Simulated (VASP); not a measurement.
# Sn (Fd-3m) in VASP: a series of runs

Runs on Sn. Level: RPBE. Tasks: single point.

Program: VASP 6.6.1. These are calculated values, not measurements. Logs are shortened: lines on timing, memory, paths and dates and some standing lists are left out, and cuts for length are marked.

**1. The cell of the first run**

The structure is cubic, space group Fd-3m (No. 227). Conventional cell: a = 6.455 Å, b = 6.455 Å, c = 6.455 Å, α = 90.00°, β = 90.00°, γ = 90.00°. Sn (site symmetry -43m) has 4 Sn at 2.79 Å within 3.7 Å.

This isn't the form of Sn at room conditions, which is tetragonal (white tin).

**2. Single point, RPBE (33.61 Å³/atom)**

INCAR reads:

```
SYSTEM = Sn
PREC = Accurate
ENCUT = 520
EDIFF = 1E-7
ISMEAR = -1
SIGMA = 0.1
LREAL = .FALSE.
LASPH = .TRUE.
NELM = 60
ALGO = Normal
ISIF = 2
LWAVE = .FALSE.
LCHARG = .FALSE.
GGA = RP
NBANDS = 21
```

KPOINTS reads:

```
Automatic mesh
0
G
  13 13 13
  0 0 0
```

POSCAR reads:

```
Sn
1.0
    0.0000000000      3.2272664882      3.2272664882
    3.2272664882      0.0000000000      3.2272664882
    3.2272664882      3.2272664882      0.0000000000
Sn
2
Direct
    0.5000000000      0.5000000000      0.5000000000
    0.7500000000      0.7500000000      0.7500000000
```

Potentials or basis: VASP PAW PBE potentials, release 64 (Sn_d).

The run is started by

```
> cat potpaw_PBE.64/Sn_d/POTCAR > POTCAR
> mpirun -np 1 vasp_std > vasp.out
```

OUTCAR:

```text
SYSTEM = Sn
   PREC = Accurate
   ENCUT = 520
   EDIFF = 1E-7
   ISMEAR = -1
   LREAL = .FALSE.
   LASPH = .TRUE.
   NELM = 60
   ISIF = 2
   GGA = RP

 ion  position               nearest neighbor table
   1  0.500  0.500  0.500-   2 2.79   2 2.79   2 2.79   2 2.79
   2  0.750  0.750  0.750-   1 2.79   1 2.79   1 2.79   1 2.79

  LATTYP: Found a face centered cubic cell.
 ALAT       =     6.4545329764

  Lattice vectors:

 A1 = (   0.0000000000,   3.2272664882,   3.2272664882)
 A2 = (   3.2272664882,   0.0000000000,   3.2272664882)
 A3 = (   3.2272664882,   3.2272664882,   0.0000000000)

Analysis of symmetry for initial positions (statically):
=====================================================================
 Subroutine PRICEL returns:
 Original cell was already a primitive cell.

 Routine SETGRP: Setting up the symmetry group for a
 face centered cubic supercell.

 Subroutine GETGRP returns: Found 48 space group operations
 (whereof 24 operations were pure point group operations)
 out of a pool of 48 trial point group operations.

The static configuration has the point symmetry T_d .
 The point group associated with its full space group is O_h .

Analysis of symmetry for dynamics (positions and initial velocities):
=====================================================================
 Subroutine PRICEL returns:
 Original cell was already a primitive cell.

 Routine SETGRP: Setting up the symmetry group for a
 face centered cubic supercell.

 Subroutine GETGRP returns: Found 48 space group operations
 (whereof 24 operations were pure point group operations)
 out of a pool of 48 trial point group operations.

The dynamic configuration has the point symmetry T_d .
 The point group associated with its full space group is O_h .

 Subroutine INISYM returns: Found 48 space group operations
 (whereof 24 operations are pure point group operations),
 and found     1 'primitive' translations

----------------------------------------------------------------------------------------

                                     Primitive cell

  volume of cell :      67.2256

  direct lattice vectors                    reciprocal lattice vectors
     0.000000000  3.227266488  3.227266488    -0.154929877  0.154929877  0.154929877
     3.227266488  0.000000000  3.227266488     0.154929877 -0.154929877  0.154929877
     3.227266488  3.227266488  0.000000000     0.154929877  0.154929877 -0.154929877

  length of vectors
     4.564044037  4.564044037  4.564044037     0.268346419  0.268346419  0.268346419

  position of ions in fractional coordinates (direct lattice)
     0.500000000  0.500000000  0.500000000
     0.750000000  0.750000000  0.750000000

  ion indices of the primitive-cell ions
   primitive index   ion index
                 1           1
                 2           2

----------------------------------------------------------------------------------------

 KPOINTS: Automatic mesh

Automatic generation of k-mesh.
 Grid dimensions read from file:
 generate k-points for:   13   13   13

 Generating k-lattice:

  Cartesian coordinates                     Fractional coordinates (reciprocal lattice)
    -0.011917683  0.011917683  0.011917683     0.076923077  0.000000000  0.000000000
     0.011917683 -0.011917683  0.011917683     0.000000000  0.076923077  0.000000000
     0.011917683  0.011917683 -0.011917683     0.000000000  0.000000000  0.076923077

  Length of vectors
     0.020642032  0.020642032  0.020642032

  Shift w.r.t. Gamma in fractional coordinates (k-lattice)
     0.000000000  0.000000000  0.000000000

 Subroutine IBZKPT returns following result:
 ===========================================

 Found     84 irreducible k-points:

 Following reciprocal coordinates:
            Coordinates               Weight
  0.000000  0.000000  0.000000      1.000000
  0.076923  0.000000  0.000000      8.000000
  0.153846  0.000000  0.000000      8.000000
  0.230769  0.000000  0.000000      8.000000
  0.307692  0.000000  0.000000      8.000000
  0.384615  0.000000  0.000000      8.000000
[... 16 lines left out ...]
  0.384615  0.153846  0.000000     24.000000
  0.461538  0.153846  0.000000     24.000000
 [... further k-points ...]
   k-points           NKPTS =     84   k-points in BZ     NKDIM =     84   number of bands    NBANDS=     21
   number of dos      NEDOS =    301   number of ions     NIONS =      2
   total plane-waves  NPLWV =  46656
   dimension x,y,z NGX =    36 NGY =   36 NGZ =   36
   dimension x,y,z NGXF=    72 NGYF=   72 NGZF=   72
   ions per type =               2
   NGX,Y,Z   is equivalent  to a cutoff of  13.11, 13.11, 13.11 a.u.
   NGXF,Y,Z  is equivalent  to a cutoff of  26.23, 26.23, 26.23 a.u.
 SYSTEM =  Sn
   PREC   = accura    normal or accurate (medium, high low for compatibility)
   ISTART =      0    job   : 0-new  1-cont  2-samecut
   ICHARG =      2    charge: 1-file 2-atom 10-const
   ISPIN  =      1    spin polarized calculation?
   LNONCOLLINEAR =      F non collinear calculations
   LSORBIT =      F    spin-orbit coupling
   LASPH  =      T    aspherical Exc in radial PAW
   ENCUT  =  520.0 eV  38.22 Ry    6.18 a.u.   8.49  8.49  8.49*2*pi/ulx,y,z
   NELM   =     60;   NELMIN=  2; NELMDL= -5     # of ELM steps
   EDIFF  = 0.1E-06   stopping-criterion for ELM
   LREAL  =      F    real-space projection
   EDIFFG = 0.1E-05   stopping-criterion for IOM
   NSW    =      0    number of steps for IOM
   IBRION =     -1    ionic relax: 0-MD 1-quasi-New 2-CG
   NFREE  =      0    steps in history (QN), initial steepest desc. (CG)
   ISIF   =      2    stress and relaxation
   ISYM   =      2    0-nonsym 1-usesym 2-fastsym
   POTIM  = 0.5000    time-step for ionic-motion
   TEBEG  =    0.0;   TEEND  =   0.0 temperature during run
   PSTRESS=    0.0 pullay stress
   NELECT =      28.0000    total number of electrons
   NUPDOWN=      -1.0000    fix difference up-down
   EMIN   =  10.00;   EMAX   =-10.00  energy-range for DOS
   EFERMI =   0.00;   METHOD = LEGACY
   ISMEAR =    -1;   SIGMA  =   0.10  broadening in eV -4-tet -1-fermi 0-gaus
   EFERMI_NEDOS =   21; number of points for ismear=-14 and -15
   IALGO  =     38    algorithm
   IMIX   =      4    mixing-type and parameters
     AMIX     =   0.40;   BMIX     =  1.00
     AMIX_MAG =   1.60;   BMIX_MAG =  1.00
  volume/ion in A,a.u.               =      33.61       226.83
  Fermi-wavevector in a.u.,A,eV,Ry     =   1.222595  2.310370 20.337159  1.494739
  Thomas-Fermi vector in A             =   2.357736
   LORBIT       =      0    0 simple, 1 ext, 2 COOP (PROOUT), +10 PAW based schemes
   GGA     = RP    functional components
   LHFCALC =     F    Hartree Fock is set to
   AEXX    =    0.0000 exact exchange contribution
   IVDW    =     0    specifies the selected vdW correction
   LEPSILON=     F    determine dielectric tensor
   LRPA    =     F    only Hartree local field effects (RPA)
 non-spin polarized calculation
  energy-cutoff  :      520.00
  volume of cell :       67.23
 maximum number of plane-waves:      1837
 NGX is ok and might be reduce to    36
   NGX = 17   NGY = 17   NGZ = 17

 number of electron      28.0000010 magnetization

 Free energy of the ion-electron system (eV)
  ---------------------------------------------------
  ext. energy  EPLUGINS =         0.00000000
  ---------------------------------------------------
  free energy    TOTEN  =        -6.90307097 eV

  energy without entropy =       -6.89938740  energy(sigma->0) =       -6.90122919

 E-fermi :   6.0286     XC(G=0):  -8.7831

 val. band max:        6.0186393573   @ k =   0.0000   0.0000   0.0000
 cond. band min:       6.0380793026   @ k =   0.4615   0.0000   0.0000
 fundamental gap:      0.0194399453
 Fermi energy:         6.0286221009

 k-point     1 :       0.0000    0.0000    0.0000
  band No.  band energies     occupation
      1     -15.8266      2.00000
      2     -15.8266      2.00000
      3     -15.8266      2.00000
      4     -15.7659      2.00000
      5     -15.7659      2.00000
      6     -15.4442      2.00000
[... 13 lines left out ...]
     20      13.9023      0.00000
     21      13.9023      0.00000

 k-point     2 :       0.0769    0.0000    0.0000
  band No.  band energies     occupation
      1     -15.8317      2.00000
      2     -15.8317      2.00000
      3     -15.8251      2.00000
      4     -15.7589      2.00000
      5     -15.7589      2.00000
      6     -15.4566      2.00000
[... 13 lines left out ...]
     20      13.3739      0.00000
     21      13.3739      0.00000

 k-point     3 :       0.1538    0.0000    0.0000
  band No.  band energies     occupation
      1     -15.8419      2.00000
      2     -15.8419      2.00000
      3     -15.8209      2.00000
      4     -15.7438      2.00000
      5     -15.7438      2.00000
      6     -15.4726      2.00000
[... 13 lines left out ...]
     20      12.9227      0.00000
     21      12.9227      0.00000

 k-point     4 :       0.2308    0.0000    0.0000
  band No.  band energies     occupation
      1     -15.8513      2.00000
      2     -15.8513      2.00000
      3     -15.8149      2.00000
      4     -15.7280      2.00000
      5     -15.7280      2.00000
      6     -15.4865      2.00000
[... 13 lines left out ...]
     20      12.8134      0.00000
     21      12.8134      0.00000

 k-point     5 :       0.3077    0.0000    0.0000
  band No.  band energies     occupation
      1     -15.8582      2.00000
      2     -15.8582      2.00000
      3     -15.8084      2.00000
      4     -15.7152      2.00000
      5     -15.7152      2.00000
      6     -15.4967      2.00000
[... 13 lines left out ...]
     20      13.1220      0.00000
     21      13.1220      0.00000

 k-point     6 :       0.3846    0.0000    0.0000
  band No.  band energies     occupation
      1     -15.8623      2.00000
      2     -15.8623      2.00000
      3     -15.8027      2.00000
      4     -15.7070      2.00000
      5     -15.7070      2.00000
      6     -15.5028      2.00000
[... 13 lines left out ...]
     20      13.7938      0.00000
     21      13.7938      0.00000

 k-point     7 :       0.4615    0.0000    0.0000
  band No.  band energies     occupation
      1     -15.8641      2.00000
      2     -15.8641      2.00000
      3     -15.7995      2.00000
      4     -15.7032      2.00000
      5     -15.7032      2.00000
      6     -15.5053      2.00000
[... 13 lines left out ...]
     20      14.6065      0.00000
     21      14.6065      0.00000
[... 291 lines left out ...]
      1     -15.8396      2.00000
      2     -15.8396      2.00000
      3     -15.8362      2.00000
      4     -15.7464      2.00000
      5     -15.7191      2.00000
      6     -15.5162      2.00000
[... 13 lines left out ...]
     20      12.5318      0.00000
     21      14.1657      0.00000

 k-point    21 :       0.2308    0.1538    0.0000
  band No.  band energies     occupation
      1     -15.8529      2.00000
      2     -15.8469      2.00000
      3     -15.8272      2.00000
      4     -15.7340      2.00000
      5     -15.6998      2.00000
      6     -15.5376      2.00000
[... 13 lines left out ...]
     20      13.1938      0.00000
     21      14.0398      0.00000

 k-point    22 :       0.3077    0.1538    0.0000
  band No.  band energies     occupation
      1     -15.8664      2.00000
      2     -15.8548      2.00000
      3     -15.8126      2.00000
      4     -15.7191      2.00000
      5     -15.6832      2.00000
      6     -15.5533      2.00000
[... 13 lines left out ...]
     20      13.6064      0.00000
     21      14.1087      0.00000

 k-point    23 :       0.3846    0.1538    0.0000
  band No.  band energies     occupation
      1     -15.8773      2.00000
      2     -15.8616      2.00000
      3     -15.7959      2.00000
      4     -15.7047      2.00000
      5     -15.6736      2.00000
      6     -15.5601      2.00000
[... 13 lines left out ...]
     20      13.8756      0.00000
     21      14.5728      0.00000

 k-point    24 :       0.4615    0.1538    0.0000
  band No.  band energies     occupation
      1     -15.8843      2.00000
      2     -15.8669      2.00000
      3     -15.7804      2.00000
      4     -15.6920      2.00000
      5     -15.6735      2.00000
      6     -15.5561      2.00000
[... 13 lines left out ...]
     20      14.9926      0.00000
     21      15.0819      0.00000

 [... further k-points ...]

------------------------ aborting loop because EDIFF is reached ----------------------------------------

  FORCE on cell =-STRESS in cart. coord.  units (eV):
  Direction    XX          YY          ZZ          XY          YZ          ZX
  --------------------------------------------------------------------------------------
  -------------------------------------------------------------------------------------
  Total        2.2989110      2.2989110      2.2989110     -0.0000000      0.0000000     -0.0000000
  in kB       54.7896174     54.7896174     54.7896174     -0.0000000      0.0000000     -0.0000000
  external PRESSURE =      54.7896174 kB  Pullay stress =       0.0000000 kB

 VOLUME and BASIS-vectors are now :
 -----------------------------------------------------------------------------
  energy-cutoff  :      520.00
  volume of cell :       67.23
      direct lattice vectors                 reciprocal lattice vectors
     0.000000000  3.227266488  3.227266488    -0.154929877  0.154929877  0.154929877
     3.227266488  0.000000000  3.227266488     0.154929877 -0.154929877  0.154929877
     3.227266488  3.227266488  0.000000000     0.154929877  0.154929877 -0.154929877

 POSITION                                       TOTAL-FORCE (eV/Angst)
 -----------------------------------------------------------------------------------
      3.22727      3.22727      3.22727        -0.000000      0.000000      0.000000
      4.84090      4.84090      4.84090         0.000000     -0.000000     -0.000000
 -----------------------------------------------------------------------------------
    total drift:                                0.000000      0.000000      0.000000

  FREE ENERGIE OF THE ION-ELECTRON SYSTEM (eV)
  ---------------------------------------------------
  free  energy   TOTEN  =        -6.9030709712 eV

  energy  without entropy=       -6.8993874013  energy(sigma->0) =       -6.90122919
```

Run time: 75 s. Hardware: 1 thread of AMD EPYC 9R45 (Zen 5), shared host; peak memory 0.23 GiB.

Results:

```yaml
Free_energy: -6.9031 eV
Pressure: 5.5 GPa
Band_gap_on_the_k_mesh: zero (filled and empty bands touch)
```

Levels at points of the mesh, in eV from the Fermi level:
| k point | band 10 | band 11 | band 12 | band 13 | band 14 | band 15 | band 16 | band 17 | band 18 | band 19 |
| --- | --- | --- | --- | --- | --- | --- | --- | --- | --- | --- |
| (0.00, 0.00, 0.00) | -21.46 | -10.78 | -0.54 | -0.01 | -0.01 | -0.01 | 2.08 | 2.08 | 2.08 | 5.13 |

Caveat: the cell stands under pressure; the PAW data sets were made with another functional, which shifts forces and pressure a little; spin-orbit coupling is left out, which moves the levels of the heavy elements.

**3. Single point, RPBE (35.14 Å³/atom)**

This run uses another cell than the first one, of 35.14 Å³/atom.

INCAR reads:

```
PREC = Accurate ; ENCUT = 520
EDIFF = 1E-6 ; ISMEAR = -1
SIGMA = 0.1 ; LREAL = F
LASPH = T ; NELM = 60
ALGO = Normal ; ISIF = 2
LWAVE = F ; LCHARG = F
GGA = RP ; NBANDS = 21
```

KPOINTS reads:

```
regular mesh
0
Gamma
  13 13 13
```

POSCAR reads:

```
Sn
1.0
    0.0000000000      3.2754417473      3.2754417473
    3.2754417473      0.0000000000      3.2754417473
    3.2754417473      3.2754417473      0.0000000000
Sn
2
Direct
    0.5000000000      0.5000000000      0.5000000000
    0.7500000000      0.7500000000      0.7500000000
```

Potentials or basis: VASP PAW PBE potentials, release 64 (Sn_d).

The run is started by

```
> cat potpaw_PBE.64/Sn_d/POTCAR > POTCAR
> mpirun -np 1 vasp_std > vasp.out
```

It took 69 s on 1 thread of AMD EPYC 9R45 (Zen 5), shared host; peak memory 0.23 GiB.

It converged, with:

```
Free energy            : -6.9855 eV
Pressure               : 3.2 GPa
Band gap on the k mesh : zero (bands 14 and 15 overlap by 0.07 eV)
```

Levels at points of the mesh, in eV from the Fermi level:
```
           k point  band 12  band 13  band 14  band 15  band 16  band 17
(0.00, 0.00, 0.00)    -0.82     0.02     0.02     0.02     2.10     2.10
```

Caveat: the cell stands under pressure; the PAW data sets were made with another functional, which shifts forces and pressure a little; spin-orbit coupling is left out, which moves the levels of the heavy elements.

(Part 1 of 2 ends here.)
